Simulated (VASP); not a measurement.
Here is a VASP 6.6.1 calculation.

Contents of INCAR:

```
PREC = Accurate ; ENCUT = 500
EDIFF = 1E-6 ; ISMEAR = 1
SIGMA = 0.05 ; LREAL = F
LASPH = T ; NELM = 120
ALGO = Normal ; ISIF = 2
LWAVE = F ; LCHARG = F
GGA = CA ; NBANDS = 12
GGA_COMPAT = F
```

File KPOINTS:

```
regular mesh
0
Gamma
  16 16 16
```

POSCAR

```
Y
1.0
    0.0000000000      2.1623551820      2.1623551820
    2.1623551820      0.0000000000      2.1623551820
    2.1623551820      2.1623551820      0.0000000000
Y
1
Direct
    0.0000000000      0.0000000000      0.0000000000
```

Potentials or basis: VASP PAW LDA potentials, release 64 (Y_sv).

Run with:

```bash
$ cat potpaw_LDA.64/Y_sv/POTCAR > POTCAR
$ mpirun -np 1 vasp_std > vasp.out
```

(1) Estimate the band gap on the k mesh.

(2) What does it give for the pressure?

## Answers

(1) zero (an odd number of electrons rules out a gap without spin polarisation).

(2) 29.7 GPa.

Caveat: the cell stands under pressure.
